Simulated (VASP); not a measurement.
# Al (P6/mmm) in VASP: notebook

Runs on Al. Level: PBE. Tasks: single point.

Program: VASP 6.6.1. These are calculated values, not measurements. Logs are shortened: lines on timing, memory, paths and dates and some standing lists are left out, and cuts for length are marked.

### Step 1. The cell of the first run

It takes space group P6/mmm (No. 191, hexagonal). Conventional cell: a = 2.725 Å, b = 2.725 Å, c = 3.390 Å, α = 90.00°, β = 90.00°, γ = 120.00°. Within 2.1 Å of Al (site symmetry -6m2) lie 3 Al at 1.57 Å.

### Step 2. Single point, PBE

The input, INCAR:

```
SYSTEM = Al
PREC = Accurate
ENCUT = 520
EDIFF = 1E-6
ISMEAR = 0
SIGMA = 0.1
LREAL = .FALSE.
LASPH = .TRUE.
NELM = 80
ALGO = Normal
ISIF = 2
LWAVE = .FALSE.
LCHARG = .FALSE.
GGA = PE
NBANDS = 10
```

The input, KPOINTS:

```
regular mesh
0
G
  9 9 6
  0 0 0
```

The input, POSCAR:

```
Al
1.0
    2.7246190600      0.0000000000      0.0000000000
   -1.3623095300      2.3595893300      0.0000000000
    0.0000000000      0.0000000000      3.3895992400
Al
2
Direct
    0.3333333300      0.6666666700      0.0000000000
    0.6666666700      0.3333333300      0.0000000000
```

Potentials or basis: VASP PAW PBE potentials, release 64 (Al).

The run is started by

```bash
$ cat potpaw_PBE.64/Al/POTCAR > POTCAR
$ mpirun -np 1 vasp_std > vasp.out
```

OUTCAR:

```text
SYSTEM = Al
   PREC = Accurate
   ENCUT = 520
   EDIFF = 1E-6
   ISMEAR = 0
   LREAL = .FALSE.
   LASPH = .TRUE.
   NELM = 80
   ISIF = 2
   GGA = PE

 ion  position               nearest neighbor table
   1  0.333  0.667  0.000-   2 1.57   2 1.57   2 1.57   2 3.15   2 3.15   2 3.15
   2  0.667  0.333  0.000-   1 1.57   1 1.57   1 1.57   1 3.15   1 3.15   1 3.15

 -----------------------------------------------------------------------------
|                                                                             |
|           W    W    AA    RRRRR   N    N  II  N    N   GGGG   !!!           |
|           W    W   A  A   R    R  NN   N  II  NN   N  G    G  !!!           |
|           W    W  A    A  R    R  N N  N  II  N N  N  G       !!!           |
|           W WW W  AAAAAA  RRRRR   N  N N  II  N  N N  G  GGG   !            |
|           WW  WW  A    A  R   R   N   NN  II  N   NN  G    G                |
|           W    W  A    A  R    R  N    N  II  N    N   GGGG   !!!           |
|                                                                             |
|     The distance between some ions is very small. Please check the          |
|     nearest-neighbor list in the OUTCAR file.                               |
|     I HOPE YOU KNOW WHAT YOU ARE DOING!                                     |
|                                                                             |
 -----------------------------------------------------------------------------

  LATTYP: Found a hexagonal cell.
 ALAT       =     2.7246190600
 C/A-ratio  =     1.2440635426

  Lattice vectors:

 A1 = (   2.7246190600,   0.0000000000,   0.0000000000)
 A2 = (  -1.3623095300,   2.3595893300,   0.0000000000)
 A3 = (   0.0000000000,   0.0000000000,   3.3895992400)

Analysis of symmetry for initial positions (statically):
=====================================================================
 Subroutine PRICEL returns:
 Original cell was already a primitive cell.

 Routine SETGRP: Setting up the symmetry group for a
 hexagonal supercell.

 Subroutine GETGRP returns: Found 24 space group operations
 (whereof 24 operations were pure point group operations)
 out of a pool of 24 trial point group operations.

The static configuration has the point symmetry D_6h.

Analysis of symmetry for dynamics (positions and initial velocities):
=====================================================================
 Subroutine PRICEL returns:
 Original cell was already a primitive cell.

 Routine SETGRP: Setting up the symmetry group for a
 hexagonal supercell.

 Subroutine GETGRP returns: Found 24 space group operations
 (whereof 24 operations were pure point group operations)
 out of a pool of 24 trial point group operations.

The dynamic configuration has the point symmetry D_6h.

 Subroutine INISYM returns: Found 24 space group operations
 (whereof 24 operations are pure point group operations),
 and found     1 'primitive' translations

----------------------------------------------------------------------------------------

                                     Primitive cell

  volume of cell :      21.7917

  direct lattice vectors                    reciprocal lattice vectors
     2.724619060  0.000000000  0.000000000     0.367023785  0.211901280  0.000000000
    -1.362309530  2.359589330  0.000000000     0.000000000  0.423802561  0.000000000
     0.000000000  0.000000000  3.389599240     0.000000000  0.000000000  0.295020128

  length of vectors
     2.724619060  2.724619067  3.389599240     0.423802562  0.423802561  0.295020128

  position of ions in fractional coordinates (direct lattice)
     0.333333330  0.666666670  0.000000000
     0.666666670  0.333333330  0.000000000

  ion indices of the primitive-cell ions
   primitive index   ion index
                 1           1
                 2           2

----------------------------------------------------------------------------------------

 KPOINTS: regular mesh

Automatic generation of k-mesh.
 Grid dimensions read from file:
 generate k-points for:    9    9    6

 Generating k-lattice:

  Cartesian coordinates                     Fractional coordinates (reciprocal lattice)
     0.040780421  0.023544587  0.000000000     0.111111111  0.000000000  0.000000000
     0.000000000  0.047089173  0.000000000     0.000000000  0.111111111  0.000000000
     0.000000000  0.000000000  0.049170021     0.000000000  0.000000000  0.166666667

  Length of vectors
     0.047089174  0.047089173  0.049170021

  Shift w.r.t. Gamma in fractional coordinates (k-lattice)
     0.000000000  0.000000000  0.000000000

 Subroutine IBZKPT returns following result:
 ===========================================

 Found     48 irreducible k-points:

 Following reciprocal coordinates:
            Coordinates               Weight
  0.000000  0.000000  0.000000      1.000000
  0.111111 -0.000000  0.000000      6.000000
  0.222222  0.000000  0.000000      6.000000
  0.333333 -0.000000  0.000000      6.000000
  0.444444  0.000000  0.000000      6.000000
  0.111111  0.111111  0.000000      6.000000
[... 16 lines left out ...]
  0.333333  0.222222  0.166667     24.000000
  0.333333  0.333333  0.166667      4.000000
 [... further k-points ...]
   k-points           NKPTS =     48   k-points in BZ     NKDIM =     48   number of bands    NBANDS=     10
   number of dos      NEDOS =    301   number of ions     NIONS =      2
   total plane-waves  NPLWV =  11200
   dimension x,y,z NGX =    20 NGY =   20 NGZ =   28
   dimension x,y,z NGXF=    40 NGYF=   40 NGZF=   56
   ions per type =               2
   NGX,Y,Z   is equivalent  to a cutoff of  12.20, 12.20, 13.73 a.u.
   NGXF,Y,Z  is equivalent  to a cutoff of  24.41, 24.41, 27.47 a.u.
 SYSTEM =  Al
   PREC   = accura    normal or accurate (medium, high low for compatibility)
   ISTART =      0    job   : 0-new  1-cont  2-samecut
   ICHARG =      2    charge: 1-file 2-atom 10-const
   ISPIN  =      1    spin polarized calculation?
   LNONCOLLINEAR =      F non collinear calculations
   LSORBIT =      F    spin-orbit coupling
   LASPH  =      T    aspherical Exc in radial PAW
   ENCUT  =  520.0 eV  38.22 Ry    6.18 a.u.   5.07  5.07  6.30*2*pi/ulx,y,z
   NELM   =     80;   NELMIN=  2; NELMDL= -5     # of ELM steps
   EDIFF  = 0.1E-05   stopping-criterion for ELM
   LREAL  =      F    real-space projection
   EDIFFG = 0.1E-04   stopping-criterion for IOM
   NSW    =      0    number of steps for IOM
   IBRION =     -1    ionic relax: 0-MD 1-quasi-New 2-CG
   NFREE  =      0    steps in history (QN), initial steepest desc. (CG)
   ISIF   =      2    stress and relaxation
   ISYM   =      2    0-nonsym 1-usesym 2-fastsym
   POTIM  = 0.5000    time-step for ionic-motion
   TEBEG  =    0.0;   TEEND  =   0.0 temperature during run
   PSTRESS=    0.0 pullay stress
   NELECT =       6.0000    total number of electrons
   NUPDOWN=      -1.0000    fix difference up-down
   EMIN   =  10.00;   EMAX   =-10.00  energy-range for DOS
   EFERMI =   0.00;   METHOD = LEGACY
   ISMEAR =     0;   SIGMA  =   0.10  broadening in eV -4-tet -1-fermi 0-gaus
   EFERMI_NEDOS =   21; number of points for ismear=-14 and -15
   IALGO  =     38    algorithm
   IMIX   =      4    mixing-type and parameters
     AMIX     =   0.40;   BMIX     =  1.00
     AMIX_MAG =   1.60;   BMIX_MAG =  1.00
  volume/ion in A,a.u.               =      10.90        73.53
  Fermi-wavevector in a.u.,A,eV,Ry     =   1.065030  2.012614 15.432929  1.134288
  Thomas-Fermi vector in A             =   2.200568
   LORBIT       =      0    0 simple, 1 ext, 2 COOP (PROOUT), +10 PAW based schemes
   GGA     = PE    functional components
   LHFCALC =     F    Hartree Fock is set to
   AEXX    =    0.0000 exact exchange contribution
   IVDW    =     0    specifies the selected vdW correction
   LEPSILON=     F    determine dielectric tensor
   LRPA    =     F    only Hartree local field effects (RPA)
 non-spin polarized calculation
 Gauss-broadening in eV      SIGMA  =   0.10
  energy-cutoff  :      520.00
  volume of cell :       21.79
 maximum number of plane-waves:       612
   NGX = 11   NGY = 11   NGZ = 13

 number of electron       6.0000000 magnetization

 Free energy of the ion-electron system (eV)
  ---------------------------------------------------
  ext. energy  EPLUGINS =         0.00000000
  ---------------------------------------------------
  free energy    TOTEN  =        20.71879877 eV

  energy without entropy =       20.72400387  energy(sigma->0) =       20.72140132

 E-fermi :  12.4643     XC(G=0): -11.3818

 val. band max:       12.4357985978   @ k =   0.4444   0.0000   0.3333
 cond. band min:      12.4868176829   @ k =   0.3333   0.1111   0.0000
 fundamental gap:      0.0510190851
 Fermi energy:        12.4642676784

 k-point     1 :       0.0000    0.0000    0.0000
  band No.  band energies     occupation
      1      -1.8209      2.00000
      2       9.4862      2.00000
      3      12.9464      0.00000
      4      18.1031      0.00000
      5      18.1031      0.00000
      6      18.8920      0.00000
      7      18.8920      0.00000
      8      26.3862      0.00000
      9      26.3862      0.00000
     10      28.3008      0.00000

 k-point     2 :       0.1111   -0.0000    0.0000
  band No.  band energies     occupation
      1      -1.4943      2.00000
      2       9.7389      2.00000
      3      13.0769      0.00000
      4      16.0559      0.00000
      5      16.9228      0.00000
      6      19.3625      0.00000
      7      20.4971      0.00000
      8      24.7718      0.00000
      9      25.5626      0.00000
     10      28.3846      0.00000

 k-point     3 :       0.2222    0.0000    0.0000
  band No.  band energies     occupation
      1      -0.5285      2.00000
      2      10.4977      2.00000
      3      11.9226      2.00000
      4      14.7523      0.00000
      5      15.8162      0.00000
      6      18.8882      0.00000
      7      21.6835      0.00000
      8      22.8596      0.00000
      9      24.1679      0.00000
     10      27.4625      0.00000
[... 248 lines left out ...]
 k-point    23 :       0.3333    0.2222    0.1667
  band No.  band energies     occupation
      1       4.0950      2.00000
      2       7.0271      2.00000
      3       9.7250      2.00000
      4      12.8663      0.00000
      5      15.2350      0.00000
      6      17.6088      0.00000
      7      21.1213      0.00000
      8      22.7031      0.00000
      9      24.5678      0.00000
     10      26.4135      0.00000

 k-point    24 :       0.3333    0.3333    0.1667
  band No.  band energies     occupation
      1       5.2801      2.00000
      2       7.4331      2.00000
      3       7.4331      2.00000
      4      14.8177      0.00000
      5      14.8177      0.00000
      6      15.3262      0.00000
      7      23.2767      0.00000
      8      23.3439      0.00000
      9      23.3439      0.00000
     10      25.6643      0.00000

 [... further k-points ...]
[... 5 lines left out ...]
  --------------------------------------------------------------------------------------
  -------------------------------------------------------------------------------------
  Total       67.4615363     67.4615368     -0.5198138      0.0000000     -0.0000000      0.0000000
  in kB     4959.9379320   4959.9379673    -38.2179865      0.0000000     -0.0000000      0.0000000
  external PRESSURE =    3293.8859709 kB  Pullay stress =       0.0000000 kB

 VOLUME and BASIS-vectors are now :
 -----------------------------------------------------------------------------
  energy-cutoff  :      520.00
  volume of cell :       21.79
      direct lattice vectors                 reciprocal lattice vectors
     2.724619060  0.000000000  0.000000000     0.367023785  0.211901280  0.000000000
    -1.362309530  2.359589330  0.000000000     0.000000000  0.423802561  0.000000000
     0.000000000  0.000000000  3.389599240     0.000000000  0.000000000  0.295020128

 POSITION                                       TOTAL-FORCE (eV/Angst)
 -----------------------------------------------------------------------------------
     -0.00000      1.57306      0.00000        -0.000000      0.000000     -0.000000
      1.36231      0.78653      0.00000         0.000000      0.000000      0.000000
 -----------------------------------------------------------------------------------
    total drift:                                0.000000     -0.000000      0.000000

  FREE ENERGIE OF THE ION-ELECTRON SYSTEM (eV)
  ---------------------------------------------------
  free  energy   TOTEN  =        20.7187987655 eV

  energy  without entropy=       20.7240038675  energy(sigma->0) =       20.72140132
```

Run time: 4.1 s. Hardware: 1 thread of Intel Xeon 6975P-C (Granite Rapids), shared host; peak memory 0.13 GiB.

Results:

```
Free energy            : 20.7188 eV
Pressure               : 329.4 GPa
Band gap on the k mesh : zero (band 3 reaches 18.47 eV, above the bottom of band 4 at 10.67 eV)
```

Levels at points of the mesh, in eV from the Fermi level:
```
           k point  band 1  band 2  band 3  band 4  band 5  band 6  band 7
(0.00, 0.00, 0.00)  -14.29   -2.98    0.48    5.64    5.64    6.43    6.43
(0.00, 0.00, 0.50)  -13.02   -8.15    6.01    6.01    6.97    6.97    9.49
```

### Step 3. Single point, PBE

This run uses another cell than the first one, of 24.77 Å³/atom, 2.273 times its volume.

The input, INCAR:

```
PREC = Accurate
ENCUT = 520
EDIFF = 1E-6
ISMEAR = 0
SIGMA = 0.1
LREAL = False
LASPH = True
NELM = 100
ALGO = Normal
ISIF = 2
LWAVE = False
LCHARG = True
GGA = PE
LELF = True
LVHAR = True
NBANDS = 10
```

The input, KPOINTS:

```
Automatic mesh
0
Gamma
  9 9 6
```

The input, POSCAR:

```
Al
1.0
    4.5801918925      0.0000000000      0.0000000000
   -2.2900959463      3.9665625331      0.0000000000
    0.0000000000      0.0000000000      2.7269184597
Al
2
Direct
    0.3333333333      0.6666666667      0.0000000000
    0.6666666667      0.3333333333      0.0000000000
```

Potentials or basis: VASP PAW PBE potentials, release 64 (Al).

The run is started by

```bash
$ cat potpaw_PBE.64/Al/POTCAR > POTCAR
$ mpirun -np 1 vasp_std > vasp.out
```

OUTCAR:

```text
PREC = Accurate
   ENCUT = 520
   EDIFF = 1E-6
   ISMEAR = 0
   LREAL = False
   LASPH = True
   NELM = 100
   ISIF = 2
   GGA = PE

 ion  position               nearest neighbor table
   1  0.333  0.667  0.000-   2 2.64   2 2.64   2 2.64
   2  0.667  0.333  0.000-   1 2.64   1 2.64   1 2.64

  LATTYP: Found a hexagonal cell.
 ALAT       =     4.5801918925
 C/A-ratio  =     0.5953720987

  Lattice vectors:

 A1 = (   4.5801918925,   0.0000000000,   0.0000000000)
 A2 = (  -2.2900959463,   3.9665625331,   0.0000000000)
 A3 = (   0.0000000000,   0.0000000000,   2.7269184597)

Analysis of symmetry for initial positions (statically):
=====================================================================
 Subroutine PRICEL returns:
 Original cell was already a primitive cell.

 Routine SETGRP: Setting up the symmetry group for a
 hexagonal supercell.

 Subroutine GETGRP returns: Found 24 space group operations
 (whereof 24 operations were pure point group operations)
 out of a pool of 24 trial point group operations.

The static configuration has the point symmetry D_6h.

Analysis of symmetry for dynamics (positions and initial velocities):
=====================================================================
 Subroutine PRICEL returns:
 Original cell was already a primitive cell.

 Routine SETGRP: Setting up the symmetry group for a
 hexagonal supercell.

 Subroutine GETGRP returns: Found 24 space group operations
 (whereof 24 operations were pure point group operations)
 out of a pool of 24 trial point group operations.

The dynamic configuration has the point symmetry D_6h.

 Subroutine INISYM returns: Found 24 space group operations
 (whereof 24 operations are pure point group operations),
 and found     1 'primitive' translations

----------------------------------------------------------------------------------------
[... 112 lines left out ...]
     AMIX     =   0.40;   BMIX     =  1.00
     AMIX_MAG =   1.60;   BMIX_MAG =  1.00
  volume/ion in A,a.u.               =      24.77       167.16
  Fermi-wavevector in a.u.,A,eV,Ry     =   0.809969  1.530620  8.926105  0.656050
  Thomas-Fermi vector in A             =   1.919058
   LORBIT       =      0    0 simple, 1 ext, 2 COOP (PROOUT), +10 PAW based schemes
   GGA     = PE    functional components
   LHFCALC =     F    Hartree Fock is set to
   AEXX    =    0.0000 exact exchange contribution
   IVDW    =     0    specifies the selected vdW correction
   LEPSILON=     F    determine dielectric tensor
   LRPA    =     F    only Hartree local field effects (RPA)
 non-spin polarized calculation
 Gauss-broadening in eV      SIGMA  =   0.10
  energy-cutoff  :      520.00
  volume of cell :       49.54
 maximum number of plane-waves:      1366
 NGX is ok and might be reduce to    36
   NGX = 17   NGY = 17   NGZ = 11

 number of electron       6.0000000 magnetization

 Free energy of the ion-electron system (eV)
  ---------------------------------------------------
  ext. energy  EPLUGINS =         0.00000000
  ---------------------------------------------------
  free energy    TOTEN  =        -6.44933786 eV

  energy without entropy =       -6.44277878  energy(sigma->0) =       -6.44605832

 E-fermi :   3.9727     XC(G=0):  -8.4554

 val. band max:        3.9173978920   @ k =   0.1111   0.1111   0.3333
 cond. band min:       3.9775575633   @ k =   0.2222   0.1111   0.5000
 fundamental gap:      0.0601596714
 Fermi energy:         3.9726683216

 k-point     1 :       0.0000    0.0000    0.0000
  band No.  band energies     occupation
      1      -4.8630      2.00000
      2       2.9838      2.00000
      3       2.9838      2.00000
      4       3.1432      2.00000
      5       6.0641      0.00000
      6       6.0641      0.00000
      7       9.3137      0.00000
      8      13.5838      0.00000
      9      14.0083      0.00000
     10      19.7006      0.00000
[... 287 lines left out ...]
 k-point    24 :       0.3333    0.3333    0.1667
  band No.  band energies     occupation
      1      -2.0270      2.00000
      2      -2.0270      2.00000
      3       1.1012      2.00000
      4       7.9864      0.00000
      5       7.9864      0.00000
      6       8.7465      0.00000
      7      10.8030      0.00000
      8      10.8030      0.00000
      9      14.0762      0.00000
     10      15.0141      0.00000

 [... further k-points ...]
[... 5 lines left out ...]
  --------------------------------------------------------------------------------------
  -------------------------------------------------------------------------------------
  Total       -0.0820197     -0.0820197     -0.1202512      0.0000000     -0.0000000      0.0000000
  in kB       -2.6525209     -2.6525209     -3.8889285      0.0000000     -0.0000000      0.0000000
  external PRESSURE =      -3.0646568 kB  Pullay stress =       0.0000000 kB

 VOLUME and BASIS-vectors are now :
 -----------------------------------------------------------------------------
  energy-cutoff  :      520.00
  volume of cell :       49.54
      direct lattice vectors                 reciprocal lattice vectors
     4.580191893  0.000000000  0.000000000     0.218331464  0.126053729  0.000000000
    -2.290095946  3.966562533  0.000000000     0.000000000  0.252107459  0.000000000
     0.000000000  0.000000000  2.726918460     0.000000000  0.000000000  0.366714302

 POSITION                                       TOTAL-FORCE (eV/Angst)
 -----------------------------------------------------------------------------------
     -0.00000      2.64438      0.00000         0.000000      0.000000      0.000000
      2.29010      1.32219      0.00000        -0.000000      0.000000     -0.000000
 -----------------------------------------------------------------------------------
    total drift:                                0.000000     -0.000000     -0.000000

  FREE ENERGIE OF THE ION-ELECTRON SYSTEM (eV)
  ---------------------------------------------------
  free  energy   TOTEN  =        -6.4493378602 eV

  energy  without entropy=       -6.4427787812  energy(sigma->0) =       -6.44605832
```

Run time: 6.5 s. Hardware: 1 thread of Intel Xeon 6975P-C (Granite Rapids), shared host; peak memory 0.16 GiB.

Results:

- Free energy: -6.4493 eV
- Pressure: -0.3 GPa
- Band gap on the k mesh: zero (band 3 reaches 6.34 eV, above the bottom of band 4 at 2.45 eV)

Stress tensor (GPa, compression positive):
```
-0.27  0.00  0.00
 0.00 -0.27  0.00
 0.00  0.00 -0.39
```

Levels at points of the mesh, in eV from the Fermi level:
| k point | band 1 | band 2 | band 3 | band 4 | band 5 | band 6 | band 7 |
| --- | --- | --- | --- | --- | --- | --- | --- |
| (0.00, 0.00, 0.00) | -8.84 | -0.99 | -0.99 | -0.83 | 2.09 | 2.09 | 5.34 |
| (0.00, 0.00, 0.50) | -4.36 | -3.57 | 2.36 | 2.36 | 2.45 | 5.26 | 5.26 |

Caveat: the k points lie up to 0.38 Å⁻¹ apart.
